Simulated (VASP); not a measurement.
# Al16CN15 (a cell with a defect) in VASP: further runs

The runs below take Al16CN15 (a cell with a defect) through single point, relaxation of the atoms, with PBE.

All numbers are computed with VASP 6.6.1; they aren't measurements. Logs are shortened: lines on timing, memory, paths and dates and some standing lists are left out, and cuts for length are marked.

### Step 1. The cell of the first run

The cell holds a defect, 32 atoms: a = 6.260 Å, b = 6.260 Å, c = 10.035 Å, α = 90.00°, β = 90.00°, γ = 120.00°.

### Step 2. Single point, PBE

INCAR reads:

```
SYSTEM = Al16CN15
PREC     = Accurate       ! precision mode
ENCUT    = 520            ! plane-wave cutoff, eV
EDIFF    = 1E-6           ! SCF threshold, eV
ISMEAR   = 0              ! smearing method
SIGMA    = 0.01           ! smearing width, eV
LREAL    = Auto         
LASPH    = .TRUE.         ! aspherical terms in the spheres
NELM     = 120            ! most SCF steps
ALGO     = Normal         ! electronic algorithm
ISIF     = 2              ! what is computed and relaxed
LWAVE    = .FALSE.        ! write WAVECAR
LCHARG   = .FALSE.        ! write CHGCAR
GGA      = PE             ! functional
NBANDS   = 86             ! bands
NELECT   = 128.0        
GGA_COMPAT= .FALSE.      
ISYM     = -1
```

KPOINTS reads:

```
explicit points
1
Reciprocal
  0.25000000   0.25000000   0.25000000 1
```

POSCAR reads:

```
Al16CN15
1.0
    6.2595139326      0.0000000578      0.0000000000
   -3.1297570163      5.4208980521      0.0000000000
    0.0000000000      0.0000000000     10.0348065068
Al N C
16 15 1
Direct
    0.3360430055      0.1655628782      0.2522310013
    0.1682380131      0.3337297131      0.4986096259
    0.3347948091      0.1665629281      0.7505476258
    0.1678232280      0.3336836733      1.0021220686
    0.3362618873      0.6685988182      0.2519859094
    0.1652245978      0.8325713779      0.5008843487
    0.3348532228      0.6666616025      0.7507386870
    0.1670249727      0.8333371451      0.9991097061
    0.8331105208      0.1653811204      0.2519239900
    0.6691397497      0.3363407791      0.5009242951
    0.8351162894      0.1669680212      0.7508288470
    0.6679998280      0.3344616310      0.9991118654
    0.8350357029      0.6665264847      0.2529078754
    0.6681584800      0.8337002084      0.5009624356
    0.8346326725      0.6667968355      0.7448145580
    0.6678790760      0.8336268824      0.9992001884
    0.3339008115      0.1675996114      0.4411837097
    0.1696396497      0.3321277958      0.1913263382
    0.3324845785      0.1687782016      0.9401575595
    0.1692845846      0.3322879813      0.6902278056
    0.3337981002      0.6697986016      0.4410717463
    0.1715454613      0.8330055110      0.1867599253
    0.3323658257      0.6663090870      0.9403026715
    0.1730450335      0.8340711295      0.6937931771
    0.8319865919      0.1679103774      0.4410293050
    0.6685765409      0.3299904272      0.1867782597
    0.8351862115      0.1692543043      0.9404058768
    0.6671580759      0.3282258337      0.6938044646
    0.6685211508      0.8330246718      0.1869654747
    0.8330798852      0.6682505708      0.9376761512
    0.6671758675      0.8346365192      0.6936999766
    0.8327957090      0.6684517559      0.4424962507
```

Potentials or basis: VASP PAW PBE potentials, release 64 (Al, N, C).

Launch:

```
$ cat potpaw_PBE.64/Al/POTCAR potpaw_PBE.64/N/POTCAR potpaw_PBE.64/C/POTCAR > POTCAR
$ mpirun -np 1 vasp_std > vasp.out
```

OUTCAR:

```text
SYSTEM = Al16CN15
   PREC = Accurate
   ENCUT = 520
   EDIFF = 1E-6
   ISMEAR = 0
   LREAL = Auto
   LASPH = .TRUE.
   NELM = 120
   ISIF = 2
   GGA = PE
   NELECT = 128.0
   ISYM = -1

 ion  position               nearest neighbor table
   1  0.336  0.166  0.252-  17 1.90  18 1.91  26 1.92  22 1.92   2 3.07   6 3.08  10 3.08   4 3.10
                             5 3.11   9 3.11  12 3.11   8 3.11  13 3.13  13 3.13   9 3.15   5 3.15
   2  0.168  0.334  0.499-  17 1.89  21 1.91  25 1.91  20 1.92   5 3.07   9 3.07   1 3.07   7 3.11
                             3 3.11  11 3.11  10 3.13   6 3.13  14 3.13  14 3.13   6 3.13  10 3.13
   3  0.335  0.167  0.751-  28 1.89  24 1.89  20 1.89  19 1.90  12 3.08   8 3.08   6 3.09  10 3.09
                             4 3.11   2 3.11  11 3.13   7 3.13  15 3.13   7 3.13  11 3.13  15 3.13
   4  0.168  0.334  0.002-  19 1.89  18 1.90  27 1.91  23 1.91   9 3.09   5 3.10  11 3.10   7 3.10
                             1 3.10   3 3.11  12 3.13   8 3.13  16 3.13  16 3.13   8 3.13  12 3.13
   5  0.336  0.669  0.252-  21 1.90  22 1.90  29 1.92  18 1.92   2 3.07  14 3.08   6 3.09   4 3.10
                            16 3.11   9 3.11   1 3.11   8 3.12  13 3.13  13 3.13   1 3.15   9 3.15
   6  0.165  0.833  0.501-  21 1.89  32 1.89  17 1.91  24 1.94  15 3.03  13 3.07   1 3.08   5 3.09
                             3 3.09   7 3.10  10 3.11  14 3.11   2 3.13   2 3.13  14 3.14  10 3.15
   7  0.335  0.667  0.751-  24 1.87  31 1.89  23 1.90  20 1.91  16 3.08   8 3.08  14 3.09   6 3.10
                             4 3.10   2 3.11  11 3.13  15 3.13   3 3.13   3 3.13  11 3.13  15 3.13
   8  0.167  0.833  0.999-  22 1.88  23 1.90  19 1.91  30 1.91   3 3.08   7 3.08   1 3.11   5 3.12
                            13 3.12  12 3.12  15 3.12  16 3.13   4 3.13   4 3.13  16 3.13  12 3.14
   9  0.833  0.165  0.252-  25 1.90  26 1.90  29 1.92  18 1.92   2 3.07  14 3.08  10 3.09   4 3.09
                            16 3.11   5 3.11   1 3.11  12 3.12  13 3.13  13 3.13   1 3.15   5 3.15
  10  0.669  0.336  0.501-  32 1.89  25 1.89  17 1.91  28 1.94  15 3.03  13 3.07   1 3.08   9 3.09
                             3 3.09  11 3.10   6 3.11  14 3.12   2 3.13   2 3.13  14 3.14   6 3.15
  11  0.835  0.167  0.751-  28 1.87  31 1.89  27 1.90  20 1.91  16 3.08  12 3.08  14 3.09  10 3.10
                             4 3.10   2 3.11   7 3.13   3 3.13  15 3.13   3 3.13  15 3.13   7 3.13
  12  0.668  0.334  0.999-  26 1.88  27 1.90  30 1.91  19 1.91   3 3.08  11 3.08   1 3.11   9 3.12
                            13 3.12   8 3.12  15 3.12  16 3.12   4 3.13   4 3.13  16 3.13   8 3.14
  13  0.835  0.667  0.253-  32 1.90  29 1.92  22 1.94  26 1.94   6 3.07  10 3.07  14 3.08   8 3.12
                            12 3.12  16 3.12   5 3.13   9 3.13   1 3.13   1 3.13   9 3.13   5 3.13
  14  0.668  0.834  0.501-  32 1.88  25 1.91  21 1.91  31 1.93  15 3.04  13 3.08   9 3.08   5 3.08
                             7 3.09  11 3.09   6 3.11  10 3.12   2 3.13   2 3.13  10 3.14   6 3.14
  15  0.835  0.667  0.745-  31 1.89  24 1.90  28 1.91  30 1.94  10 3.03   6 3.03  14 3.04  12 3.12
                             8 3.12  16 3.13   7 3.13  11 3.13   3 3.13   3 3.13  11 3.13   7 3.13
  16  0.668  0.834  0.999-  29 1.88  30 1.90  23 1.91  27 1.91   7 3.08  11 3.08   9 3.11   5 3.11
                            13 3.12  12 3.12   8 3.13  15 3.13   4 3.13   4 3.13   8 3.13  12 3.13
  17  0.334  0.168  0.441-   2 1.89   1 1.90   6 1.91  10 1.91
  18  0.170  0.332  0.191-   4 1.90   1 1.91   5 1.92   9 1.92
  19  0.332  0.169  0.940-   4 1.89   3 1.90   8 1.91  12 1.91
  20  0.169  0.332  0.690-   3 1.89  11 1.91   7 1.91   2 1.92
  21  0.334  0.670  0.441-   6 1.89   5 1.90  14 1.91   2 1.91
  22  0.172  0.833  0.187-   8 1.88   5 1.90   1 1.92  13 1.94
[... 8 lines left out ...]
  31  0.667  0.835  0.694-  15 1.89   7 1.89  11 1.89  14 1.93
  32  0.833  0.668  0.442-  14 1.88  10 1.89   6 1.89  13 1.90

IMPORTANT INFORMATION: All symmetrisations will be switched off!
NOSYMM: (Re-)initialisation of all symmetry stuff for point group C_1.

----------------------------------------------------------------------------------------

                                     Primitive cell

  volume of cell :     340.5029

  direct lattice vectors                    reciprocal lattice vectors
     6.259513933  0.000000058  0.000000000     0.159756813  0.092235641  0.000000000
    -3.129757016  5.420898052  0.000000000    -0.000000002  0.184471279  0.000000000
     0.000000000  0.000000000 10.034806507     0.000000000  0.000000000  0.099653142

  length of vectors
     6.259513933  6.259513933 10.034806507     0.184471279  0.184471279  0.099653142

  position of ions in fractional coordinates (direct lattice)
     0.336043006  0.165562878  0.252231001
     0.168238013  0.333729713  0.498609626
     0.334794809  0.166562928  0.750547626
     0.167823228  0.333683673  0.002122069
     0.336261887  0.668598818  0.251985909
     0.165224598  0.832571378  0.500884349
[... 24 lines left out ...]
     0.667175867  0.834636519  0.693699977
     0.832795709  0.668451756  0.442496251

  ion indices of the primitive-cell ions
   primitive index   ion index
                 1           1
                 2           2
                 3           3
                 4           4
                 5           5
                 6           6
[... 24 lines left out ...]
                31          31
                32          32

----------------------------------------------------------------------------------------

 KPOINTS: explicit points

Read explicit list of k-points.

 Found      1 k-points:

 Following reciprocal coordinates:
            Coordinates               Weight
  0.250000  0.250000  0.250000      1.000000
   k-points           NKPTS =      1   k-points in BZ     NKDIM =      1   number of bands    NBANDS=     86
   number of dos      NEDOS =    301   number of ions     NIONS =     32
   total plane-waves  NPLWV = 184320
   dimension x,y,z NGX =    48 NGY =   48 NGZ =   80
   dimension x,y,z NGXF=    96 NGYF=   96 NGZF=  160
   ions per type =              16  15   1
   NGX,Y,Z   is equivalent  to a cutoff of  12.75, 12.75, 13.25 a.u.
   NGXF,Y,Z  is equivalent  to a cutoff of  25.50, 25.50, 26.51 a.u.
 SYSTEM =  Al16CN15
   PREC   = accura    normal or accurate (medium, high low for compatibility)
   ISTART =      0    job   : 0-new  1-cont  2-samecut
   ICHARG =      2    charge: 1-file 2-atom 10-const
   ISPIN  =      1    spin polarized calculation?
   LNONCOLLINEAR =      F non collinear calculations
   LSORBIT =      F    spin-orbit coupling
   LASPH  =      T    aspherical Exc in radial PAW
   ENCUT  =  520.0 eV  38.22 Ry    6.18 a.u.  11.64 11.64 18.66*2*pi/ulx,y,z
   NELM   =    120;   NELMIN=  2; NELMDL= -5     # of ELM steps
   EDIFF  = 0.1E-05   stopping-criterion for ELM
   LREAL  =      T    real-space projection
   EDIFFG = 0.1E-04   stopping-criterion for IOM
   NSW    =      0    number of steps for IOM
   IBRION =     -1    ionic relax: 0-MD 1-quasi-New 2-CG
   NFREE  =      0    steps in history (QN), initial steepest desc. (CG)
   ISIF   =      2    stress and relaxation
   ISYM   =     -1    0-nonsym 1-usesym 2-fastsym
   POTIM  = 0.5000    time-step for ionic-motion
   TEBEG  =    0.0;   TEEND  =   0.0 temperature during run
   PSTRESS=    0.0 pullay stress
   NELECT =     128.0000    total number of electrons
   NUPDOWN=      -1.0000    fix difference up-down
   EMIN   =  10.00;   EMAX   =-10.00  energy-range for DOS
   EFERMI =   0.00;   METHOD = LEGACY
   ISMEAR =     0;   SIGMA  =   0.01  broadening in eV -4-tet -1-fermi 0-gaus
   EFERMI_NEDOS =   21; number of points for ismear=-14 and -15
   IALGO  =     38    algorithm
   IMIX   =      4    mixing-type and parameters
     AMIX     =   0.40;   BMIX     =  1.00
     AMIX_MAG =   1.60;   BMIX_MAG =  1.00
  volume/ion in A,a.u.               =      10.64        71.81
  Fermi-wavevector in a.u.,A,eV,Ry     =   1.181511  2.232733 18.993310  1.395969
  Thomas-Fermi vector in A             =   2.317783
   LORBIT       =      0    0 simple, 1 ext, 2 COOP (PROOUT), +10 PAW based schemes
   GGA     = PE    functional components
   LHFCALC =     F    Hartree Fock is set to
   AEXX    =    0.0000 exact exchange contribution
   IVDW    =     0    specifies the selected vdW correction
   LEPSILON=     F    determine dielectric tensor
   LRPA    =     F    only Hartree local field effects (RPA)
 non-spin polarized calculation
 Gauss-broadening in eV      SIGMA  =   0.01
  energy-cutoff  :      520.00
  volume of cell :      340.50
 maximum number of plane-waves:      9148
 NGX is ok and might be reduce to    48
   NGX = 23   NGY = 23   NGZ = 37

 number of electron     127.9999998 magnetization

 Free energy of the ion-electron system (eV)
  ---------------------------------------------------
  ext. energy  EPLUGINS =         0.00000000
  ---------------------------------------------------
  free energy    TOTEN  =      -230.79235346 eV

  energy without entropy =     -230.79235346  energy(sigma->0) =     -230.79235346

 E-fermi :   6.6063     XC(G=0): -10.8918

 val. band max:        6.5452057825   @ k =   0.2500   0.2500   0.2500
 cond. band min:      11.2785207364   @ k =   0.2500   0.2500   0.2500
 fundamental gap:      4.7333149539
 Fermi energy:         6.6062574710

 k-point     1 :       0.2500    0.2500    0.2500
  band No.  band energies     occupation
      1      -8.6378      2.00000
      2      -8.1477      2.00000
      3      -8.0495      2.00000
      4      -7.9587      2.00000
      5      -7.6438      2.00000
      6      -7.5440      2.00000
[... 68 lines left out ...]
     75      13.0320      0.00000
     76      13.1009      0.00000
 [bands above 76 left out]

------------------------ aborting loop because EDIFF is reached ----------------------------------------

  FORCE on cell =-STRESS in cart. coord.  units (eV):
  Direction    XX          YY          ZZ          XY          YZ          ZX
  --------------------------------------------------------------------------------------
  -------------------------------------------------------------------------------------
  Total       15.5440186      5.2729201     19.8317255     -8.9410029      0.3215136      0.1397259
  in kB       73.1396762     24.8108085     93.3147357    -42.0703342      1.5128261      0.6574559
  external PRESSURE =      63.7550734 kB  Pullay stress =       0.0000000 kB

 VOLUME and BASIS-vectors are now :
 -----------------------------------------------------------------------------
  energy-cutoff  :      520.00
  volume of cell :      340.50
      direct lattice vectors                 reciprocal lattice vectors
     6.259513933  0.000000058  0.000000000     0.159756813  0.092235641  0.000000000
    -3.129757016  5.420898052  0.000000000    -0.000000002  0.184471279  0.000000000
     0.000000000  0.000000000 10.034806507     0.000000000  0.000000000  0.099653142

 POSITION                                       TOTAL-FORCE (eV/Angst)
 -----------------------------------------------------------------------------------
      1.58529      0.89750      2.53109        -0.005831      0.005194     -0.001785
      0.00860      1.80911      5.00345         0.003173     -0.013916     -0.003166
      1.57435      0.90292      7.53160        -0.013627      0.006117      0.013683
      0.00614      1.80887      0.02129         0.015513     -0.000642      0.003586
      0.01228      3.62441      2.52863        -0.014089      0.001198     -0.002494
     -1.57152      4.51328      5.02628         0.011550     -0.008353      0.002189
[... 24 lines left out ...]
      1.56399      4.52448      6.96115         0.006052      0.000892     -0.000073
      3.12080      3.62361      4.44036         0.007653      0.018405      0.002225
 -----------------------------------------------------------------------------------
    total drift:                                0.018597     -0.003956      0.006553

  FREE ENERGIE OF THE ION-ELECTRON SYSTEM (eV)
  ---------------------------------------------------
  free  energy   TOTEN  =      -230.7923534618 eV

  energy  without entropy=     -230.7923534618  energy(sigma->0) =     -230.79235346
```

Wall time 74 s (1 thread of Intel Xeon Platinum 8259CL at 2.50GHz (Skylake/Cascade Lake), shared host); peak memory 0.42 GiB.

What came out:

```
Free energy   : -230.7924 eV
Largest force : 0.031 eV/Å
```

Forces on the atoms (eV/Å):
```
Al  -0.006  0.005 -0.002
Al   0.003 -0.014 -0.003
Al  -0.014  0.006  0.014
Al   0.016 -0.001  0.004
Al  -0.014  0.001 -0.002
Al   0.012 -0.008  0.002
Al  -0.013  0.003  0.009
Al   0.015 -0.011 -0.003
Al  -0.009  0.014  0.002
Al   0.002 -0.031  0.001
Al  -0.016  0.000  0.004
Al   0.020 -0.008  0.004
Al  -0.014  0.006 -0.027
Al   0.012 -0.011 -0.011
Al  -0.014  0.008  0.011
Al   0.017 -0.005  0.003
N    0.005  0.007  0.003
N    0.000 -0.004  0.001
N   -0.010  0.007 -0.006
N    0.007 -0.003  0.006
N   -0.007  0.013  0.003
N    0.002 -0.001  0.009
N   -0.009  0.003 -0.007
N    0.013  0.003 -0.004
N   -0.011  0.002  0.004
N   -0.003  0.004  0.005
N   -0.007 -0.001 -0.013
N    0.014 -0.005  0.000
N    0.007 -0.008  0.000
N   -0.010  0.010 -0.005
N    0.006  0.001  0.000
C    0.008  0.018  0.002
```

Levels at points of the mesh, in eV from the Fermi level:
```tsv
k point	band 60	band 61	band 62	band 63	band 64	band 65	band 66	band 67	band 68	band 69
(0.25, 0.25, 0.25)	-1.43	-1.21	-0.53	-0.11	-0.06	4.67	5.29	5.39	5.44	5.63
```

Caveat: the cell carries a net charge on a neutralising background, which shifts energy and pressure; the cell is charged against a uniform background, so pressure and absolute levels hang on convention.

(Part 1 of 2 ends here.)
